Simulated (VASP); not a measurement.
# SnGe2 (P4/mmm) in VASP: single point with PBE

Aim: the single point of SnGe2 with PBE.

Program: VASP 6.6.1. These are calculated values, not measurements. Logs are shortened: lines on timing, memory, paths and dates and some standing lists are left out, and cuts for length are marked.

## Step 1: The cell of the first run

It takes space group P4/mmm (No. 123, tetragonal). Conventional cell: a = 3.843 Å, b = 3.843 Å, c = 4.926 Å, α = 90.00°, β = 90.00°, γ = 90.00°. Within 4.1 Å of Sn (site symmetry 4/mmm) lie 8 Ge at 3.12 Å and 4 Sn at 3.84 Å. Ge (site symmetry mmm) has 4 Ge at 2.72 Å and 4 Sn at 3.12 Å within 3.6 Å.

## Step 2: Single point, PBE

The input, POSCAR:

```
SnGe2
1.0
    3.8429678542      0.0000000000      0.0000000000
    0.0000000000      3.8429678542      0.0000000000
    0.0000000000      0.0000000000      4.9258611025
Sn Ge
1 2
Direct
    0.5000000000      0.5000000000      0.0000000000
    0.0000000000      0.5000000000      0.5000000000
    0.5000000000      0.0000000000      0.5000000000
```

The input, INCAR.step1:

```
SYSTEM = SnGe2
ALGO = Fast ; EDIFF = 1E-7
ENCUT = 520 ; GGA = PE
ISIF = 2 ; ISMEAR = 0
LASPH = .True. ; LCHARG = .True.
LREAL = .False. ; LWAVE = .False.
NBANDS = 28 ; NELM = 80
PREC = Accurate ; SIGMA = 0.1
```

The input, KPOINTS.step1:

```
k-points
0
Gamma
  12 12 12
  0 0 0
```

The input, INCAR.step2:

```
SYSTEM = SnGe2
ALGO = Fast ; EDIFF = 1E-7
ENCUT = 520 ; GGA = PE
ICHARG = 11 ; ISIF = 2
ISMEAR = -5 ; LASPH = .True.
LCHARG = .False. ; LORBIT = 11
LREAL = .False. ; LWAVE = .False.
NBANDS = 28 ; NEDOS = 2001
NELM = 80 ; PREC = Accurate
SIGMA = 0.1
```

The input, KPOINTS.step2:

```
k-points
0
Gamma
  18 18 18
  0 0 0
```

Potentials or basis: VASP PAW PBE potentials, release 64 (Sn_d, Ge_d).

On the command line:

```bash
> cat potpaw_PBE.64/Sn_d/POTCAR potpaw_PBE.64/Ge_d/POTCAR > POTCAR
> cp INCAR.step1 INCAR
> cp KPOINTS.step1 KPOINTS
> mpirun -np 1 vasp_std > vasp.out
> cp INCAR.step2 INCAR
> cp KPOINTS.step2 KPOINTS
> mpirun -np 1 vasp_std > vasp.out
```

OUTCAR:

```text
SYSTEM = SnGe2
   EDIFF = 1E-7
   ENCUT = 520
   GGA = PE
   ICHARG = 11
   ISIF = 2
   ISMEAR = -5
   LASPH = .True.
   LORBIT = 11
   LREAL = .False.
   NELM = 80
   PREC = Accurate

 ion  position               nearest neighbor table
   1  0.500  0.500  0.000-   2 3.12   3 3.12   2 3.12   3 3.12   3 3.12   3 3.12   2 3.12   2 3.12

   2  0.000  0.500  0.500-   3 2.72   3 2.72   3 2.72   3 2.72   1 3.12   1 3.12   1 3.12   1 3.12

   3  0.500  0.000  0.500-   2 2.72   2 2.72   2 2.72   2 2.72   1 3.12   1 3.12   1 3.12   1 3.12

  LATTYP: Found a simple tetragonal cell.
 ALAT       =     3.8429678542
 C/A-ratio  =     1.2817856639

  Lattice vectors:

 A1 = (   3.8429678542,   0.0000000000,   0.0000000000)
 A2 = (   0.0000000000,   3.8429678542,   0.0000000000)
 A3 = (   0.0000000000,   0.0000000000,   4.9258611025)

Analysis of symmetry for initial positions (statically):
=====================================================================
 Subroutine PRICEL returns:
 Original cell was already a primitive cell.

 Routine SETGRP: Setting up the symmetry group for a
 simple tetragonal supercell.

 Subroutine GETGRP returns: Found 16 space group operations
 (whereof 16 operations were pure point group operations)
 out of a pool of 16 trial point group operations.

The static configuration has the point symmetry D_4h.

Analysis of symmetry for dynamics (positions and initial velocities):
=====================================================================
 Subroutine PRICEL returns:
 Original cell was already a primitive cell.

 Routine SETGRP: Setting up the symmetry group for a
 simple tetragonal supercell.

 Subroutine GETGRP returns: Found 16 space group operations
 (whereof 16 operations were pure point group operations)
 out of a pool of 16 trial point group operations.

The dynamic configuration has the point symmetry D_4h.

 Subroutine INISYM returns: Found 16 space group operations
 (whereof 16 operations are pure point group operations),
 and found     1 'primitive' translations

----------------------------------------------------------------------------------------

                                     Primitive cell

  volume of cell :      72.7471

  direct lattice vectors                    reciprocal lattice vectors
     3.842967854  0.000000000  0.000000000     0.260215552  0.000000000  0.000000000
     0.000000000  3.842967854  0.000000000     0.000000000  0.260215552  0.000000000
     0.000000000  0.000000000  4.925861102     0.000000000  0.000000000  0.203010190

  length of vectors
     3.842967854  3.842967854  4.925861102     0.260215552  0.260215552  0.203010190

  position of ions in fractional coordinates (direct lattice)
     0.500000000  0.500000000  0.000000000
     0.000000000  0.500000000  0.500000000
     0.500000000  0.000000000  0.500000000

  ion indices of the primitive-cell ions
   primitive index   ion index
                 1           1
                 2           2
                 3           3

----------------------------------------------------------------------------------------

 KPOINTS: k-points

Automatic generation of k-mesh.
 Grid dimensions read from file:
 generate k-points for:   18   18   18

 Generating k-lattice:

  Cartesian coordinates                     Fractional coordinates (reciprocal lattice)
     0.014456420  0.000000000  0.000000000     0.055555556  0.000000000  0.000000000
     0.000000000  0.014456420  0.000000000     0.000000000  0.055555556  0.000000000
     0.000000000  0.000000000  0.011278344     0.000000000  0.000000000  0.055555556

  Length of vectors
     0.014456420  0.014456420  0.011278344

  Shift w.r.t. Gamma in fractional coordinates (k-lattice)
     0.000000000  0.000000000  0.000000000

 TETIRR: Found   8748 inequivalent tetrahedra from    34992

 Subroutine IBZKPT returns following result:
 ===========================================

 Found    550 irreducible k-points:

 Following reciprocal coordinates:
            Coordinates               Weight
  0.000000  0.000000  0.000000      1.000000
  0.055556  0.000000  0.000000      4.000000
  0.111111  0.000000  0.000000      4.000000
  0.166667  0.000000  0.000000      4.000000
  0.222222  0.000000  0.000000      4.000000
  0.277778  0.000000  0.000000      4.000000
[... 16 lines left out ...]
  0.277778  0.111111  0.000000      8.000000
  0.333333  0.111111  0.000000      8.000000
 [... further k-points ...]
   k-points           NKPTS =    550   k-points in BZ     NKDIM =    550   number of bands    NBANDS=     28
   number of dos      NEDOS =   2001   number of ions     NIONS =      3
   total plane-waves  NPLWV =  36000
   dimension x,y,z NGX =    30 NGY =   30 NGZ =   40
   dimension x,y,z NGXF=    60 NGYF=   60 NGZF=   80
   ions per type =               1   2
   NGX,Y,Z   is equivalent  to a cutoff of  12.98, 12.98, 13.50 a.u.
   NGXF,Y,Z  is equivalent  to a cutoff of  25.96, 25.96, 27.00 a.u.
 SYSTEM =  SnGe2
   PREC   = accura    normal or accurate (medium, high low for compatibility)
   ISTART =      0    job   : 0-new  1-cont  2-samecut
   ICHARG =     11    charge: 1-file 2-atom 10-const
   ISPIN  =      1    spin polarized calculation?
   LNONCOLLINEAR =      F non collinear calculations
   LSORBIT =      F    spin-orbit coupling
   LASPH  =      T    aspherical Exc in radial PAW
   ENCUT  =  520.0 eV  38.22 Ry    6.18 a.u.   7.15  7.15  9.16*2*pi/ulx,y,z
   NELM   =     80;   NELMIN=  2; NELMDL=  0     # of ELM steps
   EDIFF  = 0.1E-06   stopping-criterion for ELM
   LREAL  =      F    real-space projection
   EDIFFG = 0.1E-05   stopping-criterion for IOM
   NSW    =      0    number of steps for IOM
   IBRION =     -1    ionic relax: 0-MD 1-quasi-New 2-CG
   NFREE  =      0    steps in history (QN), initial steepest desc. (CG)
   ISIF   =      2    stress and relaxation
   ISYM   =      2    0-nonsym 1-usesym 2-fastsym
   POTIM  = 0.5000    time-step for ionic-motion
   TEBEG  =    0.0;   TEEND  =   0.0 temperature during run
   PSTRESS=    0.0 pullay stress
   NELECT =      42.0000    total number of electrons
   NUPDOWN=      -1.0000    fix difference up-down
   EMIN   =  10.00;   EMAX   =-10.00  energy-range for DOS
   EFERMI =   0.00;   METHOD = LEGACY
   ISMEAR =    -5;   SIGMA  =   0.10  broadening in eV -4-tet -1-fermi 0-gaus
   EFERMI_NEDOS =   21; number of points for ismear=-14 and -15
   IALGO  =     68    algorithm
   IMIX   =      4    mixing-type and parameters
     AMIX     =   0.40;   BMIX     =  1.00
     AMIX_MAG =   1.60;   BMIX_MAG =  1.00
  volume/ion in A,a.u.               =      24.25       163.64
  Fermi-wavevector in a.u.,A,eV,Ry     =   1.363178  2.576034 25.283100  1.858255
  Thomas-Fermi vector in A             =   2.489604
   LORBIT       =     11    0 simple, 1 ext, 2 COOP (PROOUT), +10 PAW based schemes
   GGA     = PE    functional components
   LHFCALC =     F    Hartree Fock is set to
   AEXX    =    0.0000 exact exchange contribution
   IVDW    =     0    specifies the selected vdW correction
   LEPSILON=     F    determine dielectric tensor
   LRPA    =     F    only Hartree local field effects (RPA)
 non-spin polarized calculation
 RMM-DIIS sequential band-by-band and
 Fermi weights with tetrahedron method with Bloechl corrections
  energy-cutoff  :      520.00
  volume of cell :       72.75
 maximum number of plane-waves:      1996
 NGX is ok and might be reduce to    30

 number of electron      42.0000017 magnetization

 Free energy of the ion-electron system (eV)
  ---------------------------------------------------
  ext. energy  EPLUGINS =         0.00000000
  ---------------------------------------------------
  free energy    TOTEN  =       -12.13635599 eV

  energy without entropy =      -12.13635599  energy(sigma->0) =      -12.13635599

 E-fermi :   5.9762     XC(G=0): -10.1922

 val. band max:        6.2233197248   @ k =   0.1111   0.1111   0.5000
 cond. band min:       5.8579902898   @ k =   0.5000   0.1111   0.0000
 fundamental gap:     -0.3653294350
 Fermi energy:         5.9762287110

 k-point     1 :       0.0000    0.0000    0.0000
  band No.  band energies     occupation
      1     -18.7492      2.00000
      2     -18.6657      2.00000
      3     -18.6641      2.00000
      4     -18.6276      2.00000
      5     -18.6276      2.00000
      6     -18.5593      2.00000
[... 20 lines left out ...]
     27      13.4601      0.00000
     28      13.4997      0.00000

 k-point     2 :       0.0556    0.0000    0.0000
  band No.  band energies     occupation
      1     -18.7470      2.00000
      2     -18.6644      2.00000
      3     -18.6631      2.00000
      4     -18.6271      2.00000
      5     -18.6271      2.00000
      6     -18.5599      2.00000
[... 20 lines left out ...]
     27      13.1657      0.00000
     28      13.2302      0.00000

 k-point     3 :       0.1111    0.0000    0.0000
  band No.  band energies     occupation
      1     -18.7405      2.00000
      2     -18.6608      2.00000
      3     -18.6599      2.00000
      4     -18.6258      2.00000
      5     -18.6256      2.00000
      6     -18.5616      2.00000
[... 20 lines left out ...]
     27      12.5055      0.00000
     28      12.7118      0.00000

 k-point     4 :       0.1667    0.0000    0.0000
  band No.  band energies     occupation
      1     -18.7299      2.00000
      2     -18.6557      2.00000
      3     -18.6538      2.00000
      4     -18.6236      2.00000
      5     -18.6231      2.00000
      6     -18.5643      2.00000
[... 578 lines left out ...]
     27      11.6920      0.00000
     28      12.9572      0.00000

 k-point    23 :       0.2778    0.1111    0.0000
  band No.  band energies     occupation
      1     -18.6999      2.00000
      2     -18.6312      2.00000
      3     -18.6308      2.00000
      4     -18.6261      2.00000
      5     -18.6040      2.00000
      6     -18.5841      2.00000
[... 20 lines left out ...]
     27      12.2844      0.00000
     28      12.7612      0.00000

 k-point    24 :       0.3333    0.1111    0.0000
  band No.  band energies     occupation
      1     -18.6838      2.00000
      2     -18.6234      2.00000
      3     -18.6201      2.00000
      4     -18.6188      2.00000
      5     -18.5982      2.00000
      6     -18.5900      2.00000
[... 20 lines left out ...]
     27      11.7088      0.00000
     28      13.8179      0.00000

 [... further k-points ...]

------------------------ aborting loop because EDIFF is reached ----------------------------------------

  FORCE on cell =-STRESS in cart. coord.  units (eV):
  Direction    XX          YY          ZZ          XY          YZ          ZX
  --------------------------------------------------------------------------------------
  -------------------------------------------------------------------------------------
  Total        0.2336541      0.2336541      0.2824496      0.0000000      0.0000000      0.0000000
  in kB        5.1459826      5.1459826      6.2206521      0.0000000      0.0000000      0.0000000
  external PRESSURE =       5.5042058 kB  Pullay stress =       0.0000000 kB

 VOLUME and BASIS-vectors are now :
 -----------------------------------------------------------------------------
  energy-cutoff  :      520.00
  volume of cell :       72.75
      direct lattice vectors                 reciprocal lattice vectors
     3.842967854  0.000000000  0.000000000     0.260215552  0.000000000  0.000000000
     0.000000000  3.842967854  0.000000000     0.000000000  0.260215552  0.000000000
     0.000000000  0.000000000  4.925861102     0.000000000  0.000000000  0.203010190

 POSITION                                       TOTAL-FORCE (eV/Angst)
 -----------------------------------------------------------------------------------
      1.92148      1.92148      0.00000         0.000000      0.000000      0.000000
      0.00000      1.92148      2.46293         0.000000      0.000000      0.000000
      1.92148      0.00000      2.46293         0.000000      0.000000      0.000000
 -----------------------------------------------------------------------------------
    total drift:                                0.000000      0.000000     -0.000000

  FREE ENERGIE OF THE ION-ELECTRON SYSTEM (eV)
  ---------------------------------------------------
  free  energy   TOTEN  =       -12.1363559861 eV

  energy  without entropy=      -12.1363559861  energy(sigma->0) =      -12.13635599

 total charge

# of ion       s       p       d       tot
------------------------------------------
    1        1.302   0.832   9.975  12.109
    2        1.228   0.994  10.016  12.238
    3        1.228   0.994  10.016  12.238
--------------------------------------------------
tot          3.758   2.821  30.006  36.584
```

Run time: 34 min. Hardware: 1 thread of Oxide Virtual Turin-like, shared host; peak memory 0.95 GiB.

Results:

```yaml
Valence_electrons_inside_the_program's_atomic_spheres: Sn 12.11; Ge 12.24
```

Caveat: spin-orbit coupling is left out, which moves the levels of the heavy elements.
